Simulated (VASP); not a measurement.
The system is Si.

```
Si
1.0
     0.00000    2.66768    2.66768
     2.66768    0.00000    2.66768
     2.66768    2.66768    0.00000
Si
2
Direct
  0.00000 0.00000 0.00000
  0.25000 0.25000 0.25000
```

This cell differs from its parent crystal: strain -2.0%.

Base run:

- Program: VASP 6.6.1
- Functional: PBE
- Potentials or basis: VASP PAW PBE potentials, release 64 (Si)
- Cutoff: 520 eV
- k mesh: 8 × 8 × 8
- Occupations: fermi-dirac, width 0.02 eV
- Spin: no spin polarisation

Its results: band gap on the k mesh 0.52 eV, indirect (least direct gap 2.58 eV); pressure 7.7 GPa.

Q: The run is repeated on the same cell with these changes: k mesh from 8 × 8 × 8 to 4 × 4 × 4; occupations from fermi-dirac, width 0.02 eV to gaussian, width 0.01 eV. What comes out?

A: Band gap on the k mesh 0.58 eV, indirect (least direct gap 2.57 eV); pressure 8.5 GPa.

Caveats: some runs use coarse meshes.

A k mesh can miss the band edges.
